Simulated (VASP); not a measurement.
Wanted: the native input for a VASP 6.6.1 run.

- Task: single point
- Functional: PBE
- Potentials or basis: VASP PAW PBE potentials, release 64 (C)
- Cutoff: 520 eV
- k mesh: 61 × 61 × 61
- Occupations: fermi-dirac, width 0.0612256 eV
- Spin: no spin polarisation
- Dipole correction: no
- Further INCAR settings: ALGO = Normal; EDIFF = 1e-07; NBANDS = 8

The structure of C lies in POSCAR:

```
C
1.0
    1.8114090348      0.0000000000      0.0000000000
    0.0000000000      1.8114090348      0.0000000000
    0.0000000000      0.0000000000      1.8114090348
C
1
Direct
    0.0000000000      0.0000000000      0.0000000000
```

The input as run:

INCAR

```
SYSTEM = C
  PREC = Accurate
  ENCUT = 520
  EDIFF = 1E-7
  ISMEAR = -1
  SIGMA = 0.06122561905347299
  LREAL = .FALSE.
  LASPH = .TRUE.
  NELM = 80
  ALGO = Normal
  ISIF = 2
  LWAVE = .FALSE.
  LCHARG = .FALSE.
  GGA = PE
  NBANDS = 8
```

KPOINTS

```
Automatic mesh
0
G
  61 61 61
  0 0 0
```

Potentials or basis: VASP PAW PBE potentials, release 64 (C).

Run with:

```console
$ cat potpaw_PBE.64/C/POTCAR > POTCAR
$ mpirun -np 1 vasp_std > vasp.out
```

Results of the run:

- Pressure: -17.7 GPa
- Band gap on the k mesh: zero (bands 2 and 3 overlap by 11.91 eV)

Caveat: the cell stands under tension.

Wall time 87 s on 1 thread of Intel(R) Xeon(R) Platinum 8259CL CPU @ 2.50GHz (Skylake/Cascade Lake), on a shared host, peak memory 0.31 GiB.
